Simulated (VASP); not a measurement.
# BaH2 (P6_3/mmc) in VASP: relaxation of cell and atoms with r2SCAN

Aim: the relaxation of cell and atoms of BaH2 with r2SCAN.

Everything below comes from runs of VASP 6.6.1. Logs are shortened: lines on timing, memory, paths and dates and some standing lists are left out, and cuts for length are marked.

## (1) The cell of the first run

The structure is hexagonal, space group P6_3/mmc (No. 194). The conventional cell has a = 4.174 Å, b = 4.174 Å, c = 5.288 Å, α = 90.00°, β = 90.00°, γ = 120.00°. Within 3.2 Å of Ba (site symmetry -6m2) lie 11 H at 2.41 to 2.75 Å. Within 3.2 Å of H (site symmetry -6m2) lie 5 Ba at 2.41 to 2.64 Å and 6 H at 2.75 Å. H (site symmetry -3m) has 8 H at 2.64 to 2.75 Å and 6 Ba at 2.75 Å within 3.5 Å.

## (2) Relaxation of cell and atoms, r2SCAN, target pressure 13 GPa, at which the enthalpy is minimised

File POSCAR:

```
BaH2
1.0
    4.1737119590      0.0000000000      0.0000000000
   -2.0868559795      3.6145405846      0.0000000000
    0.0000000000      0.0000000000      5.2882115978
Ba H
2 4
Direct
    0.6666666667      0.3333333333      0.7500000000
    0.3333333333      0.6666666667      0.2500000000
    0.3333333333      0.6666666667      0.7500000000
    0.6666666667      0.3333333333      0.2500000000
    0.0000000000      0.0000000000      0.5000000000
    0.0000000000      0.0000000000      0.0000000000
```

File INCAR.step1:

```
SYSTEM = BaH2
  ALGO = Normal
  EDIFF = 1E-5
  EDIFFG = -0.005
  ENCUT = 910
  GGA = PE
  GGA_COMPAT = .FALSE.
  IBRION = 2
  ISIF = 3
  ISMEAR = 0
  LASPH = .TRUE.
  LCHARG = .FALSE.
  LREAL = .FALSE.
  LWAVE = .TRUE.
  NELM = 120
  NELMIN = 4
  NSW = 100
  PREC = Accurate
  SIGMA = 0.01
```

File INCAR.step2:

```
SYSTEM = BaH2
  ALGO = Normal
  EDIFF = 1E-7
  EDIFFG = -0.002
  ENCUT = 910
  GGA_COMPAT = .FALSE.
  IBRION = 2
  ISIF = 3
  ISMEAR = 0
  ISTART = 1
  LASPH = .TRUE.
  LCHARG = .FALSE.
  LMIXTAU = .TRUE.
  LREAL = .FALSE.
  LWAVE = .FALSE.
  METAGGA = R2SCAN
  NELM = 120
  NELMIN = 4
  NSW = 80
  PREC = Accurate
  PSTRESS = 130.0
  SIGMA = 0.01
```

File KPOINTS:

```
k-points
0
G
  9 9 6
  0 0 0
```

Potentials or basis: VASP PAW PBE potentials, release 64 (Ba_sv, H_h).

On the command line:

```bash
$ cat potpaw_PBE.64/Ba_sv/POTCAR potpaw_PBE.64/H_h/POTCAR > POTCAR
$ cp INCAR.step1 INCAR
$ mpirun -np 1 vasp_std > vasp.out
$ cp INCAR.step2 INCAR
$ mpirun -np 1 vasp_std > vasp.out
```

OUTCAR:

```text
SYSTEM = BaH2
   EDIFF = 1E-7
   EDIFFG = -0.002
   ENCUT = 910
   IBRION = 2
   ISIF = 3
   ISMEAR = 0
   ISTART = 1
   LASPH = .TRUE.
   LREAL = .FALSE.
   METAGGA = R2SCAN
   NELM = 120
   NELMIN = 4
   NSW = 80
   PREC = Accurate
   PSTRESS = 130.0

 ion  position               nearest neighbor table
   1  0.667  0.333  0.750-   3 2.41   3 2.41   3 2.41   4 2.64   4 2.64   5 2.75   6 2.75   5 2.75
                             6 2.75   5 2.75   6 2.75   2 3.58   2 3.58   2 3.58   2 3.58   2 3.58
   2  0.333  0.667  0.250-   4 2.41   4 2.41   4 2.41   3 2.64   3 2.64   5 2.75   6 2.75   6 2.75
                             5 2.75   6 2.75   5 2.75   1 3.58   1 3.58   1 3.58   1 3.58   1 3.58
   3  0.333  0.667  0.750-   1 2.41   1 2.41   1 2.41   2 2.64   2 2.64
   4  0.667  0.333  0.250-   2 2.41   2 2.41   2 2.41   1 2.64   1 2.64
   5  0.000  0.000  0.500-   1 2.75   2 2.75   1 2.75   2 2.75   1 2.75   2 2.75
   6  0.000  0.000  0.000-   1 2.75   2 2.75   1 2.75   2 2.75   1 2.75   2 2.75

  LATTYP: Found a hexagonal cell.
 ALAT       =     4.1737119590
 C/A-ratio  =     1.2670284030

  Lattice vectors:

 A1 = (   4.1737119590,   0.0000000000,   0.0000000000)
 A2 = (  -2.0868559795,   3.6145405846,   0.0000000000)
 A3 = (   0.0000000000,   0.0000000000,   5.2882115978)

Analysis of symmetry for initial positions (statically):
=====================================================================
 Subroutine PRICEL returns:
 Original cell was already a primitive cell.

 Routine SETGRP: Setting up the symmetry group for a
 hexagonal supercell.

 Subroutine GETGRP returns: Found 24 space group operations
 (whereof 12 operations were pure point group operations)
 out of a pool of 24 trial point group operations.

The static configuration has the point symmetry D_3d.
 The point group associated with its full space group is D_6h.

Analysis of symmetry for dynamics (positions and initial velocities):
=====================================================================
 Subroutine PRICEL returns:
 Original cell was already a primitive cell.

 Routine SETGRP: Setting up the symmetry group for a
 hexagonal supercell.

 Subroutine GETGRP returns: Found 24 space group operations
 (whereof 12 operations were pure point group operations)
 out of a pool of 24 trial point group operations.

The dynamic configuration has the point symmetry D_3d.
 The point group associated with its full space group is D_6h.

 Subroutine INISYM returns: Found 24 space group operations
 (whereof 12 operations are pure point group operations),
 and found     1 'primitive' translations

----------------------------------------------------------------------------------------

                                     Primitive cell

  volume of cell :      79.7782

  direct lattice vectors                    reciprocal lattice vectors
     4.173711959  0.000000000  0.000000000     0.239594876  0.138330166  0.000000000
    -2.086855980  3.614540585  0.000000000     0.000000000  0.276660333  0.000000000
     0.000000000  0.000000000  5.288211598     0.000000000  0.000000000  0.189099846

  length of vectors
     4.173711959  4.173711959  5.288211598     0.276660333  0.276660333  0.189099846

  position of ions in fractional coordinates (direct lattice)
     0.666666667  0.333333333  0.750000000
     0.333333333  0.666666667  0.250000000
     0.333333333  0.666666667  0.750000000
     0.666666667  0.333333333  0.250000000
     0.000000000  0.000000000  0.500000000
     0.000000000  0.000000000  0.000000000

  ion indices of the primitive-cell ions
   primitive index   ion index
                 1           1
                 2           2
                 3           3
                 4           4
                 5           5
                 6           6

----------------------------------------------------------------------------------------

 KPOINTS: k-points

Automatic generation of k-mesh.
 Grid dimensions read from file:
 generate k-points for:    9    9    6

 Generating k-lattice:

  Cartesian coordinates                     Fractional coordinates (reciprocal lattice)
     0.026621653  0.015370018  0.000000000     0.111111111  0.000000000  0.000000000
     0.000000000  0.030740037  0.000000000     0.000000000  0.111111111  0.000000000
     0.000000000  0.000000000  0.031516641     0.000000000  0.000000000  0.166666667

  Length of vectors
     0.030740037  0.030740037  0.031516641

  Shift w.r.t. Gamma in fractional coordinates (k-lattice)
     0.000000000  0.000000000  0.000000000

 Subroutine IBZKPT returns following result:
 ===========================================

 Found     48 irreducible k-points:

 Following reciprocal coordinates:
            Coordinates               Weight
  0.000000  0.000000  0.000000      1.000000
  0.111111 -0.000000  0.000000      6.000000
  0.222222 -0.000000  0.000000      6.000000
  0.333333  0.000000  0.000000      6.000000
  0.444444 -0.000000  0.000000      6.000000
  0.111111  0.111111  0.000000      6.000000
[... 16 lines left out ...]
  0.333333  0.222222  0.166667     24.000000
  0.333333  0.333333  0.166667      4.000000
 [... further k-points ...]
   k-points           NKPTS =     48   k-points in BZ     NKDIM =     48   number of bands    NBANDS=     16
   number of dos      NEDOS =    301   number of ions     NIONS =      6
   total plane-waves  NPLWV =  95256
   dimension x,y,z NGX =    42 NGY =   42 NGZ =   54
   dimension x,y,z NGXF=    84 NGYF=   84 NGZF=  108
   ions per type =               2   4
   NGX,Y,Z   is equivalent  to a cutoff of  16.73, 16.73, 16.98 a.u.
   NGXF,Y,Z  is equivalent  to a cutoff of  33.46, 33.46, 33.95 a.u.
 SYSTEM =  BaH2
   PREC   = accura    normal or accurate (medium, high low for compatibility)
   ISTART =      1    job   : 0-new  1-cont  2-samecut
   ICHARG =      0    charge: 1-file 2-atom 10-const
   ISPIN  =      1    spin polarized calculation?
   LNONCOLLINEAR =      F non collinear calculations
   LSORBIT =      F    spin-orbit coupling
   LASPH  =      T    aspherical Exc in radial PAW
   ENCUT  =  910.0 eV  66.88 Ry    8.18 a.u.  10.27 10.27 13.01*2*pi/ulx,y,z
   NELM   =    120;   NELMIN=  4; NELMDL=  0     # of ELM steps
   EDIFF  = 0.1E-06   stopping-criterion for ELM
   LREAL  =      F    real-space projection
   EDIFFG = -.2E-02   stopping-criterion for IOM
   NSW    =     80    number of steps for IOM
   IBRION =      2    ionic relax: 0-MD 1-quasi-New 2-CG
   NFREE  =      1    steps in history (QN), initial steepest desc. (CG)
   ISIF   =      3    stress and relaxation
   ISYM   =      2    0-nonsym 1-usesym 2-fastsym
   POTIM  = 0.5000    time-step for ionic-motion
   TEBEG  =    0.0;   TEEND  =   0.0 temperature during run
   PSTRESS=  130.0 pullay stress
   NELECT =      24.0000    total number of electrons
   NUPDOWN=      -1.0000    fix difference up-down
   EMIN   =  10.00;   EMAX   =-10.00  energy-range for DOS
   EFERMI =   0.00;   METHOD = LEGACY
   ISMEAR =     0;   SIGMA  =   0.01  broadening in eV -4-tet -1-fermi 0-gaus
   EFERMI_NEDOS =   21; number of points for ismear=-14 and -15
   IALGO  =     38    algorithm
   IMIX   =      4    mixing-type and parameters
     AMIX     =   0.40;   BMIX     =  1.00
     AMIX_MAG =   1.60;   BMIX_MAG =  1.00
  volume/ion in A,a.u.               =      13.30        89.73
  Fermi-wavevector in a.u.,A,eV,Ry     =   1.096942  2.072920 16.371651  1.203282
  Thomas-Fermi vector in A             =   2.233293
   LORBIT       =      0    0 simple, 1 ext, 2 COOP (PROOUT), +10 PAW based schemes
   METAGGA = R2SCAN    functional components
   LHFCALC =     F    Hartree Fock is set to
   AEXX    =    0.0000 exact exchange contribution
   IVDW    =     0    specifies the selected vdW correction
   LEPSILON=     F    determine dielectric tensor
   LRPA    =     F    only Hartree local field effects (RPA)
 conjugate gradient relaxation of ions
 non-spin polarized calculation
 Gauss-broadening in eV      SIGMA  =   0.01
  energy-cutoff  :      910.00
  volume of cell :       79.78
 maximum number of plane-waves:      4998
 NGX is ok and might be reduce to    42
   NGX = 21   NGY = 21   NGZ = 27

--------------------------------------- Ionic step        1  -------------------------------------------

 number of electron      24.0000000 magnetization

 Free energy of the ion-electron system (eV)
  ---------------------------------------------------
  ext. energy  EPLUGINS =         0.00000000
  ---------------------------------------------------
  free energy    TOTEN  =       -69.32770925 eV

  energy without entropy =      -69.32770925  energy(sigma->0) =      -69.32770925

------------------------ aborting loop because EDIFF is reached ----------------------------------------

  FORCE on cell =-STRESS in cart. coord.  units (eV):
  Direction    XX          YY          ZZ          XY          YZ          ZX
  --------------------------------------------------------------------------------------
  -------------------------------------------------------------------------------------
  Total        7.2632723      7.2632723      7.4276219      0.0000000      0.0000000      0.0000000
  in kB      145.8674883    145.8674883    149.1681022      0.0000000      0.0000000      0.0000000
  external PRESSURE =      16.9676929 kB  Pullay stress =     130.0000000 kB
[... 237 lines left out ...]
  enthalpy is  TOTEN    =       -62.8636117790 eV   P V=        6.6099550512

--------------------------------------- Ionic step        7  -------------------------------------------

 number of electron      24.0000000 magnetization

 Free energy of the ion-electron system (eV)
  ---------------------------------------------------
  ext. energy  EPLUGINS =         0.00000000
  ---------------------------------------------------
  free energy    TOTEN  =       -69.47254919 eV

  energy without entropy =      -69.47254919  energy(sigma->0) =      -69.47254919

 E-fermi :   2.1085     XC(G=0): -10.1219

 val. band max:        2.0621813821   @ k =   0.0000   0.0000   0.0000
 cond. band min:       4.4176570612   @ k =   0.3333   0.3333   0.5000
 fundamental gap:      2.3554756792
 Fermi energy:         2.1085489146

 k-point     1 :       0.0000    0.0000    0.0000
  band No.  band energies     occupation
      1     -25.5870      2.00000
      2     -25.0526      2.00000
      3     -11.4938      2.00000
      4     -10.1144      2.00000
      5     -10.1144      2.00000
      6      -9.5414      2.00000
[... 8 lines left out ...]
     15       6.4689      0.00000
     16       6.4689      0.00000
[... 420 lines left out ...]
  band No.  band energies     occupation
      1     -25.2342      2.00000
      2     -25.2342      2.00000
      3     -10.9550      2.00000
      4     -10.9550      2.00000
      5     -10.9403      2.00000
      6      -9.9548      2.00000
[... 8 lines left out ...]
     15       7.2326      0.00000
     16       8.8263      0.00000

 [... further k-points ...]
[... 5 lines left out ...]
  --------------------------------------------------------------------------------------
  -------------------------------------------------------------------------------------
  Total        6.6153325      6.6153325      6.6024030      0.0000000      0.0000000      0.0000000
  in kB      130.1271159    130.1271159    129.8727867      0.0000000      0.0000000      0.0000000
  external PRESSURE =       0.0423395 kB  Pullay stress =     130.0000000 kB
[... 21 lines left out ...]
  FREE ENERGIE OF THE ION-ELECTRON SYSTEM (eV)
  ---------------------------------------------------
  free  energy   TOTEN  =       -69.4725491913 eV

  energy  without entropy=      -69.4725491913  energy(sigma->0) =      -69.47254919

  enthalpy is  TOTEN    =       -62.8636789748 eV   P V=        6.6088702165

 reached required accuracy - stopping structural energy minimisation
```

It took 1.6 h on 1 thread of Intel Xeon Platinum 8259CL at 2.50GHz (Skylake/Cascade Lake), shared host; peak memory 0.45 GiB.

What came out:

```yaml
Free_energy: -69.4725 eV
Relaxed_volume: 13.58 Å³/atom
Relaxed_cell: a = 4.194 Å, b = 4.194 Å, c = 5.346 Å, α = 90.00°, β = 90.00°, γ = 120.00°
Space_group_after_relaxing_to_0.1_Å: P6_3/mmc (No. 194)
Energy_change_on_relaxing_the_run_minimises_the_enthalpy: -24.1 meV/atom
Ionic_steps: 7
Pressure_after_relaxing: 13.0 GPa
Band_gap_on_the_k_mesh: 2.36 eV (least direct gap 2.96 eV)
```

Step by step:
```csv
step,energy change (eV),largest force (eV/Å),pressure (GPa),volume (Å³)
1,0.0000,0.0000,14.70,79.78
2,-0.1415,0.0000,12.98,81.42
3,-0.1417,0.0000,12.99,81.42
4,-0.1433,0.0000,13.00,81.43
5,-0.1443,0.0000,12.99,81.44
6,-0.1459,0.0000,13.03,81.46
7,-0.1448,0.0000,13.00,81.45
```

Final structure:
```xyz
6
Lattice="4.1943 0.0000 0.0000 -2.0971 3.6324 0.0000 0.0000 0.0000 5.3462" Properties=species:S:1:pos:R:3 pbc="T T T"
Ba    2.0971    1.2108    4.0097
Ba    0.0000    2.4216    1.3366
H     0.0000    2.4216    4.0097
H     2.0971    1.2108    1.3366
H     0.0000    0.0000    2.6731
H     0.0000    0.0000    0.0000
```

Levels at points of the mesh, in eV from the valence-band top:
| k point | band 9 | band 10 | band 11 | band 12 | band 13 | band 14 | band 15 | band 16 |
| --- | --- | --- | --- | --- | --- | --- | --- | --- |
| (0.00, 0.00, 0.00) | -4.68 | -3.83 | -0.28 | 0.00 | 3.16 | 3.16 | 4.41 | 4.41 |
| (0.00, 0.00, 0.50) | -3.27 | -3.27 | -0.60 | -0.60 | 2.86 | 2.86 | 2.86 | 2.86 |

Caveat: the cell is relaxed towards a set pressure, so the run minimises the enthalpy, not the energy; the PAW data sets were made with another functional, which shifts forces and pressure a little; spin-orbit coupling is left out, which moves the levels of the heavy elements. A k mesh can miss the band edges.
